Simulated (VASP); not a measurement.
Here is a VASP 6.6.1 calculation.

File INCAR:

```
SYSTEM = Se
ALGO     = Normal         ! electronic algorithm
EDIFF    = 1E-6           ! SCF threshold, eV
ENCUT    = 520            ! plane-wave cutoff, eV
GGA      = PE             ! functional
ISIF     = 2              ! what is computed and relaxed
ISMEAR   = 0              ! smearing method
IVDW     = 12             ! dispersion correction
LASPH    = .True.         ! aspherical terms in the spheres
LCHARG   = .False.        ! write CHGCAR
LREAL    = .False.        ! projectors in reciprocal space
LWAVE    = .False.        ! write WAVECAR
NBANDS   = 16             ! bands
NELM     = 80             ! most SCF steps
PREC     = Accurate       ! precision mode
SIGMA    = 0.05           ! smearing width, eV
```

KPOINTS

```
k-points
0
Gamma
  9 9 8
  0 0 0
```

File POSCAR:

```
Se
1.0
    3.8829940266      0.0000000000      0.0000000000
   -1.9414970133      3.3627714698      0.0000000000
    0.0000000000      0.0000000000      5.6283998416
Se
3
Direct
    0.1858920228      0.0000000000      0.3333333333
    0.0000000000      0.1858920228      0.6666666667
    0.8141079772      0.8141079772      0.0000000000
```

Potentials or basis: VASP PAW PBE potentials, release 64 (Se).

Launch:

```bash
$ cat potpaw_PBE.64/Se/POTCAR > POTCAR
$ mpirun -np 1 vasp_std > vasp.out
```

Problem. What does it give for the band gap on the k mesh?

Solution. Zero (bands 9 and 10 overlap by 0.11 eV).

Problem. Predict the largest force.

Solution. 2.970 eV/Å.

Problem. What does it give for the pressure?

Solution. 10.2 GPa.

Problem. Estimate the dispersion energy per atom.

Solution. -0.356 eV.

Forces in eV/Å, atoms in the order of the input:
```
Se   2.970  0.000  0.000
Se  -1.485  2.572  0.000
Se  -1.485 -2.572  0.000
```

Caveat: the stress differs along the axes, from 7 to 16 GPa; forces of over 1 eV/Å act on the atoms, so gaps and moduli don't describe the material at rest.
